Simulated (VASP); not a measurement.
# W (Im-3m) in VASP: notebook, part 2 of 2

VASP 6.6.1.

### 3 Single point, revPBE

This run uses another cell than the first one, of 14.58 Å³/atom, 1.045 times its volume.

Input file INCAR:

```
SYSTEM = W
ALGO     = Normal         ! electronic algorithm
EDIFF    = 1E-7           ! SCF threshold, eV
ENCUT    = 520            ! plane-wave cutoff, eV
GGA      = RE             ! functional
ISIF     = 2              ! what is computed and relaxed
ISMEAR   = -1             ! smearing method
LASPH    = .TRUE.         ! aspherical terms in the spheres
LCHARG   = .TRUE.         ! write CHGCAR
LELF     = .TRUE.         ! ELF
LREAL    = .FALSE.        ! projectors in reciprocal space
LVHAR    = .TRUE.       
LWAVE    = .FALSE.        ! write WAVECAR
NBANDS   = 13             ! bands
NELM     = 80             ! most SCF steps
PREC     = Accurate       ! precision mode
SIGMA    = 0.15           ! smearing width, eV
```

Input file KPOINTS:

```
k-points
0
G
  13 13 13
  0 0 0
```

Input file POSCAR:

```
W
1.0
   -1.5389710662      1.5389710662      1.5389710662
    1.5389710662     -1.5389710662      1.5389710662
    1.5389710662      1.5389710662     -1.5389710662
W
1
Direct
    0.0000000000      0.0000000000      0.0000000000
```

Potentials or basis: VASP PAW PBE potentials, release 64 (W_sv).

The run is started by

```bash
$ cat potpaw_PBE.64/W_sv/POTCAR > POTCAR
$ mpirun -np 1 vasp_std > vasp.out
```

OUTCAR:

```text
SYSTEM = W
   EDIFF = 1E-7
   ENCUT = 520
   GGA = RE
   ISIF = 2
   ISMEAR = -1
   LASPH = .TRUE.
   LREAL = .FALSE.
   NELM = 80
   PREC = Accurate

 ion  position               nearest neighbor table
   1  0.000  0.000  0.000-

  LATTYP: Found a body centered cubic cell.
 ALAT       =     3.0779421324

  Lattice vectors:

 A1 = (  -1.5389710662,   1.5389710662,   1.5389710662)
 A2 = (   1.5389710662,  -1.5389710662,   1.5389710662)
 A3 = (   1.5389710662,   1.5389710662,  -1.5389710662)

Analysis of symmetry for initial positions (statically):
=====================================================================
 Subroutine PRICEL returns:
 Original cell was already a primitive cell.

 Routine SETGRP: Setting up the symmetry group for a
 body centered cubic supercell.

 Subroutine GETGRP returns: Found 48 space group operations
 (whereof 48 operations were pure point group operations)
 out of a pool of 48 trial point group operations.

The static configuration has the point symmetry O_h .

Analysis of symmetry for dynamics (positions and initial velocities):
=====================================================================
[... 160 lines left out ...]
 Fermi energy:        12.7826120044

 k-point     1 :       0.0000    0.0000    0.0000
  band No.  band energies     occupation
      1     -61.3483      2.00000
      2     -24.7624      2.00000
      3     -24.7624      2.00000
      4     -24.7624      2.00000
      5       2.6628      2.00000
      6      11.3791      1.99983
      7      11.3791      1.99983
      8      11.3791      1.99983
      9      15.2285      0.00000
     10      15.2285      0.00000
     11      27.4297      0.00000
     12      27.4297      0.00000
     13      27.4297      0.00000
[... 354 lines left out ...]
  band No.  band energies     occupation
      1     -61.2084      2.00000
      2     -25.9755      2.00000
      3     -25.1344      2.00000
      4     -24.8591      2.00000
      5       6.4405      2.00000
      6       9.3181      2.00000
      7      10.1751      2.00000
      8      14.9945      0.00000
      9      15.7084      0.00000
     10      17.2465      0.00000
     11      27.6374      0.00000
     12      28.7243      0.00000
     13      32.4417      0.00000

 [... further k-points ...]
[... 5 lines left out ...]
  --------------------------------------------------------------------------------------
  -------------------------------------------------------------------------------------
  Total        3.8175894      3.8175894      3.8175894      0.0000000      0.0000000     -0.0000000
  in kB      419.5159171    419.5159171    419.5159171      0.0000000      0.0000000     -0.0000000
  external PRESSURE =     419.5159171 kB  Pullay stress =       0.0000000 kB

 VOLUME and BASIS-vectors are now :
 -----------------------------------------------------------------------------
  energy-cutoff  :      520.00
  volume of cell :       14.58
      direct lattice vectors                 reciprocal lattice vectors
    -1.538971066  1.538971066  1.538971066     0.000000000  0.324892398  0.324892398
     1.538971066 -1.538971066  1.538971066     0.324892398  0.000000000  0.324892398
     1.538971066  1.538971066 -1.538971066     0.324892398  0.324892398  0.000000000

 POSITION                                       TOTAL-FORCE (eV/Angst)
 -----------------------------------------------------------------------------------
      0.00000      0.00000      0.00000         0.000000      0.000000      0.000000
 -----------------------------------------------------------------------------------
    total drift:                                0.000000      0.000000      0.000000

  FREE ENERGIE OF THE ION-ELECTRON SYSTEM (eV)
  ---------------------------------------------------
  free  energy   TOTEN  =       -12.3333362775 eV

  energy  without entropy=      -12.3066169595  energy(sigma->0) =      -12.31997662
```

OSZICAR:

```text
N       E                     dE             d eps       ncg     rms          rms(c)
DAV:   1     0.833622736548E+02    0.83362E+02   -0.74635E+03  2192   0.124E+03
DAV:   2    -0.113273049252E+02   -0.94690E+02   -0.90573E+02  2524   0.317E+02
DAV:   3    -0.128529055657E+02   -0.15256E+01   -0.15204E+01  2394   0.390E+01
DAV:   4    -0.128584261460E+02   -0.55206E-02   -0.55204E-02  2474   0.254E+00
DAV:   5    -0.128584651224E+02   -0.38976E-04   -0.38976E-04  2394   0.205E-01    0.242E+01
DAV:   6    -0.124562257399E+02    0.40224E+00   -0.31002E-01  2294   0.776E+00    0.106E+01
DAV:   7    -0.123368967377E+02    0.11933E+00   -0.19385E-01  2419   0.586E+00    0.500E-01
DAV:   8    -0.123333323034E+02    0.35644E-02   -0.45635E-03  2209   0.897E-01    0.478E-02
DAV:   9    -0.123333452211E+02   -0.12918E-04   -0.58957E-05  2519   0.100E-01    0.503E-02
DAV:  10    -0.123333361762E+02    0.90450E-05   -0.18085E-05  2369   0.613E-02    0.165E-03
DAV:  11    -0.123333364528E+02   -0.27669E-06   -0.31528E-07  2185   0.666E-03    0.496E-04
DAV:  12    -0.123333363008E+02    0.15202E-06   -0.31874E-09  1292   0.749E-04    0.736E-05
DAV:  13    -0.123333362775E+02    0.23341E-07   -0.33162E-10  1117   0.251E-04
   1 F= -.12333336E+02 E0= -.12319977E+02  d E =-.267193E-01
```

It used 27 s of CPU time on 1 thread of Intel Xeon 8259CL, on a shared host.

Results:

- Free energy: -12.3333 eV
- Pressure: 42.0 GPa
- Band gap on the k mesh: zero (band 7 reaches 17.80 eV, above the bottom of band 8 at 11.38 eV)

Levels at points of the mesh, in eV from the Fermi level:
```
           k point  band 4  band 5  band 6  band 7  band 8  band 9  band 10  band 11
(0.00, 0.00, 0.00)  -37.55  -10.12   -1.40   -1.40   -1.40    2.45     2.45    14.65
```

Caveat: the PAW data sets were made with another functional, which shifts forces and pressure a little; spin-orbit coupling is left out, which moves the levels of the heavy elements.

### 4 Single point, revPBE

This run uses another cell than the first one, of 15.21 Å³/atom, 1.091 times its volume.

Input file INCAR:

```
  ALGO = Normal
  EDIFF = 1E-6
  ENCUT = 520
  GGA = RE
  ISIF = 2
  ISMEAR = -1
  LASPH = T
  LCHARG = T
  LELF = T
  LREAL = F
  LVHAR = T
  LWAVE = F
  NBANDS = 13
  NELM = 60
  PREC = Accurate
  SIGMA = 0.15
```

Input file KPOINTS:

```
k-points
0
Gamma
  13 13 13
```

Input file POSCAR:

```
W
1.0
   -1.5609593379      1.5609593379      1.5609593379
    1.5609593379     -1.5609593379      1.5609593379
    1.5609593379      1.5609593379     -1.5609593379
W
1
Direct
    0.0000000000      0.0000000000      0.0000000000
```

The run is started by

```bash
$ cat potpaw_PBE.64/W_sv/POTCAR > POTCAR
$ mpirun -np 1 vasp_std > vasp.out
```

It took 38 s on 1 thread of Intel Xeon 8259CL, shared host; peak memory 0.13 GiB.

Results (log left out):

```
Free energy            : -12.4623 eV
Pressure               : 23.7 GPa
Band gap on the k mesh : zero (band 7 reaches 16.88 eV, above the bottom of band 8 at 10.81 eV)
```

Levels at points of the mesh, in eV from the Fermi level:
```csv
k point,band 4,band 5,band 6,band 7,band 8,band 9,band 10,band 11
"(0.00, 0.00, 0.00)",-37.66,-9.88,-1.31,-1.31,-1.31,2.36,2.36,14.57
```

Caveat: the PAW data sets were made with another functional, which shifts forces and pressure a little; spin-orbit coupling is left out, which moves the levels of the heavy elements.

### 5 Single point, revPBE

This run uses another cell than the first one, of 15.85 Å³/atom, 1.136 times its volume.

Input file INCAR:

```
SYSTEM = W
PREC = Accurate ; ENCUT = 520
EDIFF = 1E-7 ; ISMEAR = -1
SIGMA = 0.15 ; LREAL = .False.
LASPH = .True. ; NELM = 80
ALGO = Normal ; ISIF = 2
LWAVE = .False. ; LCHARG = .True.
GGA = RE ; LELF = .True.
LVHAR = .True. ; NBANDS = 13
```

Input file KPOINTS:

```
Automatic mesh
0
Gamma
  13 13 13
  0 0 0
```

Input file POSCAR:

```
W
1.0
   -1.5823450000      1.5823450000      1.5823450000
    1.5823450000     -1.5823450000      1.5823450000
    1.5823450000      1.5823450000     -1.5823450000
W
1
Direct
    0.0000000000      0.0000000000      0.0000000000
```

The run is started by

```bash
$ cat potpaw_PBE.64/W_sv/POTCAR > POTCAR
$ mpirun -np 1 vasp_std > vasp.out
```

It took 36 s on 1 thread of Intel Xeon 8259CL, shared host; peak memory 0.14 GiB.

The run converged. Its results:

```yaml
Free_energy: -12.5260 eV
Pressure: 8.8 GPa
Band_gap_on_the_k_mesh: zero (band 7 reaches 16.02 eV, above the bottom of band 8 at 10.28 eV)
```

Levels at points of the mesh, in eV from the Fermi level:
| k point | band 4 | band 5 | band 6 | band 7 | band 8 | band 9 | band 10 | band 11 |
| --- | --- | --- | --- | --- | --- | --- | --- | --- |
| (0.00, 0.00, 0.00) | -37.76 | -9.64 | -1.23 | -1.23 | -1.23 | 2.28 | 2.28 | 14.49 |

Caveat: the PAW data sets were made with another functional, which shifts forces and pressure a little; spin-orbit coupling is left out, which moves the levels of the heavy elements.

### 6 Single point, revPBE

This run uses another cell than the first one, of 16.48 Å³/atom, 1.182 times its volume.

Input file INCAR:

```
  PREC = Accurate
  ENCUT = 520
  EDIFF = 1E-7
  ISMEAR = -1
  SIGMA = 0.15
  LREAL = F
  LASPH = T
  NELM = 80
  ALGO = Normal
  ISIF = 2
  LWAVE = F
  LCHARG = T
  GGA = RE
  LELF = T
  LVHAR = T
  NBANDS = 13
```

Input file KPOINTS:

```
Automatic mesh
0
Gamma
  13 13 13
```

Input file POSCAR:

```
W
1.0
   -1.6031677168      1.6031677168      1.6031677168
    1.6031677168     -1.6031677168      1.6031677168
    1.6031677168      1.6031677168     -1.6031677168
W
1
Direct
    0.0000000000      0.0000000000      0.0000000000
```

Potentials or basis: VASP PAW PBE potentials, release 64 (W_sv).

The run is started by

```bash
$ cat potpaw_PBE.64/W_sv/POTCAR > POTCAR
$ mpirun -np 1 vasp_std > vasp.out
```

It took 45 s on 1 thread of Intel Xeon 8259CL, shared host; peak memory 0.15 GiB.

Results (log left out):

- Free energy: -12.5365 eV
- Pressure: -3.3 GPa
- Band gap on the k mesh: zero (band 7 reaches 15.23 eV, above the bottom of band 8 at 9.79 eV)

Levels at points of the mesh, in eV from the Fermi level:
```csv
k point,band 5,band 6,band 7,band 8,band 9,band 10
"(0.00, 0.00, 0.00)",-9.41,-1.15,-1.15,-1.15,2.19,2.19
```

Caveat: the PAW data sets were made with another functional, which shifts forces and pressure a little; spin-orbit coupling is left out, which moves the levels of the heavy elements.

### 7 Overview

| cell | gap on the mesh (eV) | pressure (GPa) |
| --- | --- | --- |
| a = 2.626 Å, angles 109.5°, 1 atom | none | 64.4 |
| a = 2.666 Å, angles 109.5°, 1 atom | none | 42.0 |
| a = 2.704 Å, angles 109.5°, 1 atom | none | 23.7 |
| a = 2.741 Å, angles 109.5°, 1 atom | none | 8.8 |
| a = 2.777 Å, angles 109.5°, 1 atom | none | -3.3 |

Alike in all rows: task single point; level revPBE; potentials or basis VASP PAW PBE potentials, release 64 (W_sv); no spin polarisation; k mesh 13 × 13 × 13; cutoff (eV) 520; smearing fermi-dirac 0.15 eV.

Caveats: the PAW data sets were made with another functional, which shifts forces and pressure a little; spin-orbit coupling is left out, which moves the levels of the heavy elements.

Absolute energies hang on the potentials; compare differences alone.
